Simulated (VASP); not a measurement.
# Sb (R-3m) in VASP: a series of runs, part 2 of 2

VASP 6.6.1. Earlier steps stand in the parts before.

## 4. Phonons, PBE+D3(BJ)

INCAR

```
SYSTEM = Sb
ALGO = Normal ; EDIFF = 1E-8
ENCUT = 520 ; GGA = PE
IBRION = 6 ; ISIF = 2
ISMEAR = -1 ; IVDW = 12
LASPH = .True. ; LCHARG = .True.
LREAL = .False. ; LWAVE = .False.
NBANDS = 12 ; NELM = 80
NFREE = 2 ; NSW = 1
POTIM = 0.015 ; PREC = Accurate
SIGMA = 0.15
```

KPOINTS

```
k-points
0
Gamma
  12 12 12
  0 0 0
```

POSCAR

```
Sb
1.0
    2.1583747854      1.2461382634      3.6727505174
   -2.1583747854      1.2461382634      3.6727505174
    0.0000000000     -2.4922765267      3.6727505174
Sb
2
Direct
    0.2371686731      0.2371686731      0.2371686731
    0.7628313269      0.7628313269      0.7628313269
```

Potentials or basis: VASP PAW PBE potentials, release 64 (Sb).

Command:

```
cat potpaw_PBE.64/Sb/POTCAR > POTCAR
mpirun -np 1 vasp_std > vasp.out
```

OUTCAR:

```text
SYSTEM = Sb
   EDIFF = 1E-8
   ENCUT = 520
   GGA = PE
   IBRION = 6
   ISIF = 2
   ISMEAR = -1
   IVDW = 12
   LASPH = .True.
   LREAL = .False.
   NELM = 80
   NFREE = 2
   NSW = 1
   POTIM = 0.015
   PREC = Accurate
 IVDW          = 12

 ion  position               nearest neighbor table
   1  0.237  0.237  0.237-   2 2.94   2 2.94   2 2.94   2 3.27   2 3.27   2 3.27
[... 771 lines left out ...]

 INTERNAL STRAIN TENSOR FOR ION    2 for displacements in x,y,z  (eV/Angst):
          X           Y           Z          XY          YZ          ZX
  --------------------------------------------------------------------------------
  x     0.00000    -0.00000     0.00000    -1.33410     0.00000     3.42083
  y    -1.33410     1.33410     0.00000    -0.00000     3.42083     0.00000
  z     4.00742     4.00742     5.40582     0.00000     0.00000     0.00000

 Eigenvectors and eigenvalues of the dynamical matrix
 ----------------------------------------------------

   1 f  =    3.853286 THz    24.210913 2PiTHz  128.531802 cm-1    15.935905 meV
             X         Y         Z           dx          dy          dz
      0.000000  0.000000  2.613184    -0.000000    0.000000    0.707107
      0.000000  0.000000  8.405067     0.000000   -0.000000   -0.707107
[... 16 lines left out ...]
   5 f  =    0.000000 THz     0.000000 2PiTHz    0.000000 cm-1     0.000000 meV
             X         Y         Z           dx          dy          dz
      0.000000  0.000000  2.613184     0.673240    0.146320    0.159179
      0.000000  0.000000  8.405067     0.673240    0.146320    0.159179

   6 f/i=    0.000000 THz     0.000000 2PiTHz    0.000002 cm-1     0.000000 meV
             X         Y         Z           dx          dy          dz
      0.000000  0.000000  2.613184     0.075740    0.327995   -0.621838
      0.000000  0.000000  8.405067     0.075740    0.327995   -0.621838

 ELASTIC MODULI CONTR FROM IONIC RELAXATION (kBar)
 Direction    XX          YY          ZZ          XY          YZ          ZX
 --------------------------------------------------------------------------------
 XX        -147.1216    -87.6445   -158.3440      0.0000     76.2541     -0.0000
 YY         -87.6445   -147.1216   -158.3440     -0.0000    -76.2541      0.0000
 ZZ        -158.3440   -158.3440   -213.5983      0.0000     -0.0000     -0.0000
 XY           0.0000     -0.0000      0.0000    -29.7385     -0.0000     76.2541
 YZ          76.2541    -76.2541     -0.0000     -0.0000   -195.5270      0.0000
 ZX          -0.0000      0.0000     -0.0000     76.2541      0.0000   -195.5268
 --------------------------------------------------------------------------------
```

OSZICAR:

```text
N       E                     dE             d eps       ncg     rms          rms(c)
DAV:   1     0.342612293807E+02    0.34261E+02   -0.35655E+03  4536   0.655E+02
DAV:   2    -0.642797697786E+01   -0.40689E+02   -0.39276E+02  5924   0.107E+02
DAV:   3    -0.823772588451E+01   -0.18097E+01   -0.17868E+01  5612   0.249E+01
DAV:   4    -0.825342945475E+01   -0.15704E-01   -0.15700E-01  5280   0.278E+00
[... 42 lines left out ...]
DAV:   5    -0.825420395696E+01   -0.24243E-06   -0.75566E-07  5132   0.499E-03    0.676E-04
DAV:   6    -0.825420393423E+01    0.22730E-07   -0.50190E-08  5492   0.135E-03    0.412E-04
DAV:   7    -0.825420390947E+01    0.24761E-07   -0.82725E-09  3000   0.485E-04    0.140E-04
DAV:   8    -0.825420389773E+01    0.11743E-07   -0.17725E-09  2544   0.258E-04    0.463E-05
DAV:   9    -0.825420389658E+01    0.11479E-08   -0.20669E-10  2440   0.976E-05
   5 F= -.92182057E+01 E0= -.91991875E+01  d E =-.380364E-01
```

stdout:

```text
POSCAR found type information on POSCAR Sb
 POSCAR found :  1 types and       2 ions
 scaLAPACK will be used
 LDA part: xc-table for (Slater+PW92), standard interpolation
 POSCAR, INCAR and KPOINTS ok, starting setup
 FFT: planning ... GRIDC
 FFT: planning ... GRID_SOFT
 FFT: planning ... GRID
 WAVECAR not read
 entering main loop
 Found     2 degrees of freedom:
 Finite differences POTIM= 0.01500 DOF=   2
 bond charge predicted
 Finite differences progress:
 bond charge predicted
 Finite differences progress:
 bond charge predicted
 Finite differences progress:
 bond charge predicted
 Finite differences progress:
```

It took 7.5 min on 1 thread of AMD EPYC 9R45 (Zen 5), shared host; peak memory 0.85 GiB.

Results:

```yaml
Highest_phonon_frequency_at_Γ: 129 cm⁻¹
Dispersion_energy_per_atom: -0.482 eV
```

Phonon frequencies in cm⁻¹ (negative: imaginary):
```tsv
q point	frequencies
(0.000, 0.000, 0.000)	0 0 0 85 85 129
```

Caveat: spin-orbit coupling is left out, which moves the levels of the heavy elements.

## 5. Phonons, PBE+D3(BJ)

INCAR is that of step 4.

KPOINTS is that of step 4.

POSCAR

```
Sb
1.0
    2.1583747855      1.2461382634      3.6727505150
   -2.1583747855      1.2461382634      3.6727505150
    0.0000000000     -2.4922765268      3.6727505150
Sb
2
Direct
    0.2371686732      0.2371686732      0.2371686732
    0.7628313268      0.7628313268      0.7628313268
```

Potentials or basis: VASP PAW PBE potentials, release 64 (Sb).

Command:

```
cat potpaw_PBE.64/Sb/POTCAR > POTCAR
mpirun -np 1 vasp_std > vasp.out
```

OUTCAR:

```text
SYSTEM = Sb
   EDIFF = 1E-8
   ENCUT = 520
   GGA = PE
   IBRION = 6
   ISIF = 2
   ISMEAR = -1
   IVDW = 12
   LASPH = .True.
   LREAL = .False.
   NELM = 80
   NFREE = 2
   NSW = 1
   POTIM = 0.015
   PREC = Accurate
 IVDW          = 12

 ion  position               nearest neighbor table
   1  0.237  0.237  0.237-   2 2.94   2 2.94   2 2.94   2 3.27   2 3.27   2 3.27
   2  0.763  0.763  0.763-   1 2.94   1 2.94   1 2.94   1 3.27   1 3.27   1 3.27

  LATTYP: Found a trigonal (rhomboedric) cell.
 ALAT       =     4.4385288815
 COS(alpha) =     0.5270604726

  Lattice vectors:

 A1 = (   2.1583747855,   1.2461382634,   3.6727505150)
 A2 = (  -2.1583747855,   1.2461382634,   3.6727505150)
 A3 = (   0.0000000000,  -2.4922765268,   3.6727505150)

Analysis of symmetry for initial positions (statically):
[... 712 lines left out ...]

------------------------ aborting loop because EDIFF is reached ----------------------------------------

 Edisp (eV)   -0.96400

 E8    (eV) :    -0.4498
[... 25 lines left out ...]
  FREE ENERGIE OF THE ION-ELECTRON SYSTEM (eV)
  ---------------------------------------------------
  free  energy   TOTEN  =        -9.2182056683 eV

  energy  without entropy=       -9.1801693048  energy(sigma->0) =       -9.19918749

 INTERNAL STRAIN TENSORS FROM DISPLACED ATOMS
 ============================================

 INTERNAL STRAIN TENSOR FOR ION    1 for displacements in x,y,z  (eV/Angst):
          X           Y           Z          XY          YZ          ZX
  --------------------------------------------------------------------------------
  x     0.00000    -0.00000    -0.00000     1.33410     0.00000    -3.42083
  y     1.33410    -1.33410    -0.00000     0.00000    -3.42083     0.00000
  z    -4.00742    -4.00742    -5.40582     0.00000    -0.00000     0.00000

 INTERNAL STRAIN TENSOR FOR ION    2 for displacements in x,y,z  (eV/Angst):
          X           Y           Z          XY          YZ          ZX
  --------------------------------------------------------------------------------
  x     0.00000     0.00000     0.00000    -1.33410    -0.00000     3.42083
  y    -1.33410     1.33410     0.00000     0.00000     3.42083    -0.00000
  z     4.00742     4.00742     5.40582     0.00000     0.00000     0.00000

 Eigenvectors and eigenvalues of the dynamical matrix
 ----------------------------------------------------

   1 f  =    3.853286 THz    24.210913 2PiTHz  128.531802 cm-1    15.935905 meV
             X         Y         Z           dx          dy          dz
      0.000000  0.000000  2.613184     0.000000    0.000000    0.707107
      0.000000  0.000000  8.405067     0.000000    0.000000   -0.707107
[... 16 lines left out ...]
   5 f  =    0.000000 THz     0.000000 2PiTHz    0.000000 cm-1     0.000000 meV
             X         Y         Z           dx          dy          dz
      0.000000  0.000000  2.613184     0.000000    0.000000    0.707107
      0.000000  0.000000  8.405067     0.000000    0.000000    0.707107

   6 f/i=    0.000000 THz     0.000000 2PiTHz    0.000001 cm-1     0.000000 meV
             X         Y         Z           dx          dy          dz
      0.000000  0.000000  2.613184     0.510198    0.489590   -0.000000
      0.000000  0.000000  8.405067     0.510198    0.489590    0.000000

 ELASTIC MODULI CONTR FROM IONIC RELAXATION (kBar)
 Direction    XX          YY          ZZ          XY          YZ          ZX
 --------------------------------------------------------------------------------
 XX        -147.1217    -87.6445   -158.3440     -0.0000     76.2542     -0.0000
 YY         -87.6445   -147.1217   -158.3440      0.0000    -76.2542     -0.0000
 ZZ        -158.3440   -158.3440   -213.5983      0.0000     -0.0000     -0.0000
 XY          -0.0000      0.0000      0.0000    -29.7386     -0.0000     76.2542
 YZ          76.2542    -76.2542     -0.0000     -0.0000   -195.5271      0.0000
 ZX          -0.0000     -0.0000     -0.0000     76.2542      0.0000   -195.5270
 --------------------------------------------------------------------------------
```

It took 20 min on 1 thread of Oxide Virtual Turin-like, shared host; peak memory 0.85 GiB.

Results:

| Item | Value |
| --- | --- |
| Highest phonon frequency at Γ | 129 cm⁻¹ |
| Dispersion energy per atom | -0.482 eV |

Phonon frequencies in cm⁻¹ (negative: imaginary):
```
              q point      frequencies
(0.000, 0.000, 0.000)  0 0 0 85 85 129
```

Caveat: spin-orbit coupling is left out, which moves the levels of the heavy elements.
